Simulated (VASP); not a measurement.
Te2As3:

```
CELL_PARAMETERS angstrom
4.42972 0.00000 0.00000
0.00000 4.42972 0.00000
0.00000 0.00000 6.52444
ATOMIC_POSITIONS crystal
Te 0.00000 0.00000 0.72113
Te 0.50000 0.50000 0.28981
As 0.50000 0.00000 0.99346
As 0.00000 0.50000 0.99346
As 0.00000 0.00000 0.27214
```

- Program: VASP 6.6.1
- Task: relaxation of cell and atoms
- Functional: PBE
- Potentials or basis: VASP PAW PBE potentials, release 64 (Te, As)
- Cutoff: 600 eV
- k mesh: 4 × 4 × 4
- Occupations: gaussian, width 0.1 eV
- Spin: no spin polarisation

At the start: pressure 5.1 GPa; volume 25.61 Å³/atom.

Problem. How do energy, volume and symmetry change on relaxing?

Solution. Over 64 steps the energy falls by 315.3 meV/atom and the volume is 30.08 Å³/atom (+17.5 %); space group P4mm (No. 99, to 0.05 Å).

The path:
```tsv
step	energy change (eV)	largest force (eV/Å)	pressure (GPa)	volume (Å³)
1	0.0000	1.0601	5.11	128.03
3	-0.1885	0.3831	-0.25	138.92
5	-0.2386	0.3482	-0.14	137.10
7	-0.2922	0.5155	0.21	134.78
9	-0.3158	0.5967	-1.86	138.37
11	-0.3326	0.5402	-1.27	136.90
13	-0.3893	0.6052	-0.60	134.39
15	-0.3531	0.9158	6.42	124.55
17	-0.4573	0.6060	3.47	127.46
19	-0.4873	0.5199	3.90	127.53
21	-0.5587	0.4056	2.23	130.70
23	-0.6038	0.2447	-0.14	136.20
25	-0.6140	0.2372	-0.18	136.00
27	-0.6467	0.3387	-0.19	135.07
29	-0.7589	1.8176	0.38	131.07
31	-0.7444	2.2709	0.48	130.44
33	-0.7477	2.1585	0.40	130.68
35	-0.7591	2.2304	0.44	130.47
37	-0.7838	2.4649	0.58	129.62
39	-0.8469	2.2352	0.47	129.76
41	-1.0802	1.5068	0.27	130.33
43	-1.4636	0.3570	1.29	131.77
45	-1.4907	0.3491	0.31	135.12
47	-1.5034	0.2847	-0.17	137.24
49	-1.5251	0.2463	0.17	139.41
51	-1.5548	0.0565	-0.15	143.44
53	-1.5603	0.2068	0.21	143.59
55	-1.5646	0.1329	0.29	144.26
57	-1.5747	0.0274	0.09	148.02
59	-1.5750	0.0448	-0.10	148.80
61	-1.5761	0.0595	-0.09	149.85
63	-1.5763	0.0801	-0.08	150.45
64	-1.5766	0.0071	0.12	150.40
```

Final structure:
```cif
data_structure
_symmetry_space_group_name_H-M 'P 1'
_symmetry_Int_Tables_number 1
_cell_length_a 4.1002
_cell_length_b 4.1002
_cell_length_c 8.9461
_cell_angle_alpha 90.000
_cell_angle_beta 90.000
_cell_angle_gamma 90.000
_cell_volume 150.40
loop_
_atom_site_label
_atom_site_type_symbol
_atom_site_fract_x
_atom_site_fract_y
_atom_site_fract_z
_atom_site_occupancy
Te1 Te 0.00000 0.00000 0.62063 1
Te2 Te 0.50000 0.50000 0.52272 1
As1 As 0.50000 0.00000 0.98178 1
As2 As 0.00000 0.50000 0.98178 1
As3 As 0.00000 0.00000 0.16310 1
```

Caveat: the volume moved by over 15 % at a fixed basis, so the end points are rough; this functional lacks dispersion, which binds the layers, so the pressure and a relaxed spacing across them are unreliable.
